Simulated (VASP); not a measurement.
A run of VASP 6.6.1:

INCAR

```
SYSTEM = LiF
PREC = Accurate ; ENCUT = 520
EDIFF = 1E-7 ; ISMEAR = -1
SIGMA = 0.05 ; LREAL = .False.
LASPH = .True. ; NELM = 100
ALGO = Normal ; ISIF = 2
LWAVE = .False. ; LCHARG = .False.
GGA = PE ; NBANDS = 18
```

File KPOINTS:

```
Automatic mesh
0
Gamma
  10 10 6
  0 0 0
```

The input POSCAR:

```
LiF
1.0
    3.1209734866      0.0000000000      0.0000000000
   -1.5604867432      2.7028423239      0.0000000000
    0.0000000000      0.0000000000      4.9016097731
F Li
2 2
Direct
    0.6666666667      0.3333333333      0.4938437400
    0.3333333333      0.6666666667      0.9938437400
    0.6666666667      0.3333333333      0.8811542600
    0.3333333333      0.6666666667      0.3811542600
```

Potentials or basis: VASP PAW PBE potentials, release 64 (F, Li_sv).

The run is started by

```console
$ cat potpaw_PBE.64/F/POTCAR potpaw_PBE.64/Li_sv/POTCAR > POTCAR
$ mpirun -np 1 vasp_std > vasp.out
```

Hardware: 1 thread of Intel(R) Xeon(R) Platinum 8259CL CPU @ 2.50GHz (Skylake/Cascade Lake) (shared host).

Question: Estimate the wall time of this run.

Answer: It took 32 s on 1 thread of Intel(R) Xeon(R) Platinum 8259CL CPU @ 2.50GHz (Skylake/Cascade Lake), on a shared host, peak memory 0.16 GiB. Counts: scf iterations 15, k points 56.
